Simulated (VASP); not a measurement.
A run of VASP 6.6.1:

File POSCAR:

```
CaCeAs2
1.0
    4.1877580000      0.0000000000      0.0000000000
    0.0000000000      4.1877580000      0.0000000000
    0.0000000000      0.0000000000     10.8103030000
Ca As Ce
2 4 2
Direct
    0.7500000000      0.2500000000      0.0000000000
    0.2500000000      0.7500000000      0.0000000000
    0.2500000000      0.2500000000      0.1747000000
    0.7500000000      0.7500000000      0.8253000000
    0.7500000000      0.2500000000      0.5000000000
    0.2500000000      0.7500000000      0.5000000000
    0.2500000000      0.2500000000      0.7293000000
    0.7500000000      0.7500000000      0.2707000000
```

File INCAR.step1:

```
ALGO = Normal ; EDIFF = 1E-6
ENCUT = 400 ; GGA = PE
GGA_COMPAT = F ; ISIF = 2
ISMEAR = -1 ; LASPH = T
LCHARG = T ; LMAXMIX = 6
LORBIT = 11 ; LREAL = F
LWAVE = F ; NBANDS = 42
NEDOS = 2001 ; NELM = 200
PREC = Accurate ; SIGMA = 0.1
```

KPOINTS.step1

```
k-points
0
Gamma
  6 6 3
```

File INCAR.step2:

```
ALGO = Normal ; EDIFF = 1E-6
ENCUT = 400 ; GGA = PE
GGA_COMPAT = F ; ICHARG = 11
ISIF = 2 ; ISMEAR = -5
LASPH = T ; LCHARG = F
LMAXMIX = 6 ; LORBIT = 11
LREAL = F ; LWAVE = F
NBANDS = 42 ; NEDOS = 1001
NELM = 200 ; PREC = Accurate
SIGMA = 0.1
```

The input KPOINTS.step2:

```
k-points
0
Gamma
  9 9 5
```

Potentials or basis: VASP PAW PBE potentials, release 64 (Ca_sv, As, Ce).

Run with:

```sh
$ cat potpaw_PBE.64/Ca_sv/POTCAR potpaw_PBE.64/As/POTCAR potpaw_PBE.64/Ce/POTCAR > POTCAR
$ cp INCAR.step1 INCAR
$ cp KPOINTS.step1 KPOINTS
$ mpirun -np 1 vasp_std > vasp.out
$ cp INCAR.step2 INCAR
$ cp KPOINTS.step2 KPOINTS
$ mpirun -np 1 vasp_std > vasp.out
```

Hardware: 1 thread of Intel(R) Xeon(R) Platinum 8488C (Sapphire Rapids) (shared host).

How long does it take, and how much memory?

It took 9.7 min on 1 thread of Intel(R) Xeon(R) Platinum 8488C (Sapphire Rapids), with other jobs on the host, peak memory 0.38 GiB. Counts: k points 45.
